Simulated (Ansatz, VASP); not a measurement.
# One calculation of BaTiO3, two programs

```
Ba Ti O
1.0
     3.97237    0.00000    0.00000
     0.00000    3.97237    0.00000
     0.00000    0.00000    4.11223
Ba Ti O
1 1 3
Direct
  0.00000 0.00000 0.99564
  0.50000 0.50000 0.47753
  0.50000 0.50000 0.03455
  0.50000 0.00000 0.51764
  0.00000 0.50000 0.51764
```

Alike in both runs: task single point; functional r2SCAN; k mesh 6 × 6 × 6; no spin polarisation.

|  | VASP | Ansatz |
| --- | --- | --- |
| version | VASP 6.6.1 | Ansatz 0.2.0 |
| potentials or method | VASP PAW PBE potentials, release 64 (Ba_sv, Ti_sv, O_h) | plane waves, PAW |
| plane-wave cutoff (eV) | 910 | 500 |
| occupations | gaussian, width 0.01 eV | fixed |
| valence electrons in the cell | 40 | 40 |

```csv
,VASP,Ansatz,Ansatz less VASP
gap on the k mesh at the Fermi level (eV),2.22,2.23,+0.008
rms of the force components (eV/Å),0.046,0.001,-0.0451
```

VASP's potentials were made for PBE, not for r2SCAN. Atom by atom the forces differ by 0.046 eV/Å (rms over components).

Spin-orbit coupling is off throughout. Noted on VASP's run: the cutoff is short for stress, so the pressure is rough.
